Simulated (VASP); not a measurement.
A run of VASP 6.6.1:

Contents of INCAR:

```
SYSTEM = Ti3Al
  PREC = Accurate
  ENCUT = 520
  EDIFF = 1E-7
  ISMEAR = 0
  SIGMA = 0.15
  LREAL = .FALSE.
  LASPH = .TRUE.
  NELM = 80
  ALGO = Fast
  ISIF = 2
  LWAVE = .FALSE.
  LCHARG = .TRUE.
  GGA = PS
  LELF = .TRUE.
  LVHAR = .TRUE.
  NBANDS = 28
```

The input KPOINTS:

```
Automatic mesh
0
G
  15 15 6
  0 0 0
```

The input POSCAR:

```
Ti3Al
1.0
    2.8954756449      0.0000000000      0.0000000000
   -1.4477378224      2.5075554645      0.0000000000
    0.0000000000      0.0000000000      9.1383350122
Ti Al
3 1
Direct
    0.6666666667      0.3333333333      0.0000000000
    0.3333333333      0.6666666667      0.7621161197
    0.3333333333      0.6666666667      0.2378838803
    0.6666666667      0.3333333333      0.5000000000
```

Potentials or basis: VASP PAW PBE potentials, release 64 (Ti_sv, Al).

Run with:

```sh
$ cat potpaw_PBE.64/Ti_sv/POTCAR potpaw_PBE.64/Al/POTCAR > POTCAR
$ mpirun -np 1 vasp_std > vasp.out
```

Hardware: 1 thread of Intel Xeon 8259CL (shared host).

Question: Estimate the wall time of this run.

Answer: Wall time 29 min on 1 thread of Intel Xeon 8259CL, with other jobs on the host, peak memory 0.31 GiB. Counts: scf iterations 71, k points 108.
